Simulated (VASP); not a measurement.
A run of VASP 6.6.1 is set up as follows.

The input INCAR:

```
SYSTEM = Ge
  PREC = Accurate
  ENCUT = 520
  EDIFF = 1E-6
  ISMEAR = 0
  SIGMA = 0.15
  LREAL = .False.
  LASPH = .True.
  NELM = 80
  ALGO = Normal
  ISIF = 2
  LWAVE = .False.
  LCHARG = .False.
  GGA = PS
  NBANDS = 13
```

The input KPOINTS:

```
regular mesh
0
Gamma
  14 14 12
  0 0 0
```

POSCAR

```
Ge
1.0
    1.3826056149     -2.5195012411      0.0000000000
    1.3826056149      2.5195012411      0.0000000000
    0.0000000000      0.0000000000      2.6427277822
Ge
1
Direct
    0.5000000000      0.5000000000      0.0000000000
```

Potentials or basis: VASP PAW PBE potentials, release 64 (Ge_d).

The run is started by

```sh
$ cat potpaw_PBE.64/Ge_d/POTCAR > POTCAR
$ mpirun -np 1 vasp_std > vasp.out
```

**Question.** What does it give for the pressure?

**Answer.** -0.1 GPa.

**Question.** What does it give for the band gap on the k mesh?

**Answer.** Zero (band 7 reaches 13.87 eV, above the bottom of band 8 at 3.89 eV).

Stress tensor (GPa, compression positive):
```
 2.49  0.00  0.00
 0.00 -1.73  0.00
 0.00  0.00 -1.15
```

Caveat: the PAW data sets were made with another functional, which shifts forces and pressure a little.
